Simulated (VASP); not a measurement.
Wanted: the native input for a VASP 6.6.1 run.

| Property | Result |
| --- | --- |
| Task | single point |
| Functional | PBEsol |
| Potentials or basis | VASP PAW PBE potentials, release 64 (Si, N) |
| Cutoff | 520 eV |
| k mesh | 9 × 9 × 9 |
| Occupations | fermi-dirac, width 0.05 eV |
| Spin | no spin polarisation |
| Dipole correction | no |
| Further INCAR settings | ALGO = Normal; EDIFF = 1e-07; NBANDS = 14 |

The structure of Si2N lies in POSCAR:

```
Si2N
1.0
   -2.0083163957      2.0083163957      2.3973412344
    2.0083163957     -2.0083163957      2.3973412344
    2.0083163957      2.0083163957     -2.3973412344
Si N
2 1
Direct
    0.7500000000      0.2500000000      0.5000000000
    0.2500000000      0.7500000000      0.5000000000
    0.0000000000      0.0000000000      0.0000000000
```

One way to write it, as run:

INCAR

```
ALGO = Normal
EDIFF = 1E-7
ENCUT = 520
GGA = PS
ISIF = 2
ISMEAR = -1
LASPH = True
LCHARG = True
LELF = True
LREAL = False
LVHAR = True
LWAVE = False
NBANDS = 14
NELM = 80
PREC = Accurate
SIGMA = 0.05
```

KPOINTS

```
k-points
0
Gamma
  9 9 9
```

Potentials or basis: VASP PAW PBE potentials, release 64 (Si, N).

Run with:

```sh
$ cat potpaw_PBE.64/Si/POTCAR potpaw_PBE.64/N/POTCAR > POTCAR
$ mpirun -np 1 vasp_std > vasp.out
```

Results of the run:

```
Pressure : 0.1 GPa
```

Caveat: the PAW data sets were made with another functional, which shifts forces and pressure a little.

It took 34 s on 1 thread of Intel Xeon 6975P-C (shared host), peak memory 0.17 GiB.
